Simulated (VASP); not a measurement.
A run of VASP 6.6.1:

The input POSCAR:

```
Ga
1.0
   -1.4742000000      1.4742000000      2.2290000000
    1.4742000000     -1.4742000000      2.2290000000
    1.3338000000      1.3338000000     -2.2290000000
Ga
1
Direct
    0.0000000000      0.0000000000      0.0000000000
```

File INCAR.step1:

```
PREC     = Accurate       # precision mode
ENCUT    = 520            # plane-wave cutoff, eV
ISMEAR   = 0              # smearing method
SIGMA    = 0.15           # smearing width, eV
LREAL    = False          # projectors in reciprocal space
LASPH    = True           # aspherical terms in the spheres
NELM     = 80             # most SCF steps
NBANDS   = 12             # bands
GGA      = PE             # functional
ALGO     = Normal         # electronic algorithm
EDIFF    = 1E-4           # SCF threshold, eV
LWAVE    = True           # write WAVECAR
LCHARG   = False          # write CHGCAR
```

Contents of INCAR.step2:

```
PREC     = Accurate       # precision mode
ENCUT    = 520            # plane-wave cutoff, eV
EDIFF    = 1E-7           # SCF threshold, eV
ISMEAR   = 0              # smearing method
SIGMA    = 0.15           # smearing width, eV
LREAL    = False          # projectors in reciprocal space
LASPH    = True           # aspherical terms in the spheres
NELM     = 80             # most SCF steps
ALGO     = Normal         # electronic algorithm
ISIF     = 2              # what is computed and relaxed
LWAVE    = False          # write WAVECAR
LCHARG   = False          # write CHGCAR
METAGGA  = R2SCAN         # meta-GGA
LMIXTAU  = True         
NBANDS   = 12             # bands
ISTART   = 1
```

Contents of KPOINTS:

```
Automatic mesh
0
Gamma
  24 24 24
```

Potentials or basis: VASP PAW PBE potentials, release 64 (Ga_d).

Command:

```console
$ cat potpaw_PBE.64/Ga_d/POTCAR > POTCAR
$ cp INCAR.step1 INCAR
$ mpirun -np 1 vasp_std > vasp.out
$ cp INCAR.step2 INCAR
$ mpirun -np 1 vasp_std > vasp.out
```

Hardware: 1 thread of Intel(R) Xeon(R) 6975P-C (Granite Rapids), on a shared host.

**Question.** How long does it take, and how much memory?

**Answer.** It took 7.4 min on 1 thread of Intel(R) Xeon(R) 6975P-C (Granite Rapids), with other jobs on the host, peak memory 0.49 GiB. Counts: k points 1963.
